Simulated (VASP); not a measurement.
A run of VASP 6.6.1 is set up as follows.

Contents of INCAR:

```
ALGO = Normal
EDIFF = 1E-7
ENCUT = 520
GGA = CA
ISIF = 2
ISMEAR = 1
ISPIN = 2
LASPH = True
LCHARG = False
LDAU = True
LDAUJ = 0 0
LDAUL = 2 -1
LDAUPRINT = 1
LDAUTYPE = 2
LDAUU = 4.5 0
LMAXMIX = 4
LORBIT = 11
LREAL = False
LWAVE = False
MAGMOM = 4 0
NBANDS = 20
NELM = 150
PREC = Accurate
SIGMA = 0.05
```

Contents of KPOINTS:

```
k-points
0
Gamma
  9 9 9
```

POSCAR

```
MnS
1.0
    0.0000000000      2.6387736672      2.6387736672
    2.6387736672      0.0000000000      2.6387736672
    2.6387736672      2.6387736672      0.0000000000
Mn S
1 1
Direct
    0.0000000000      0.0000000000      0.0000000000
    0.5000000000      0.5000000000      0.5000000000
```

Potentials or basis: VASP PAW LDA potentials, release 64 (Mn_pv, S).

Run with:

```bash
$ cat potpaw_LDA.64/Mn_pv/POTCAR potpaw_LDA.64/S/POTCAR > POTCAR
$ mpirun -np 1 vasp_std > vasp.out
```

**Question.** Predict the net moment.

**Answer.** 5.00 μB per cell.

**Question.** What does it give for the site moments?

**Answer.** Mn +4.58; S +0.09 μB.

Eigenvalues of the final occupation matrices:
| site | spin | trace | eigenvalues |
| --- | --- | --- | --- |
| site 1 d | 1 | 4.71 | 0.93 0.93 0.93 0.95 0.95 |
| site 1 d | 2 | 0.20 | 0.02 0.02 0.02 0.08 0.08 |

Caveat: the cell stands under tension; an odd mesh through Γ misses points on the zone boundary, where band edges can lie; a cell with one magnetic atom can't hold antiferromagnetic order, which such compounds often take. The state reached can hang on the start; a lower one may exist.
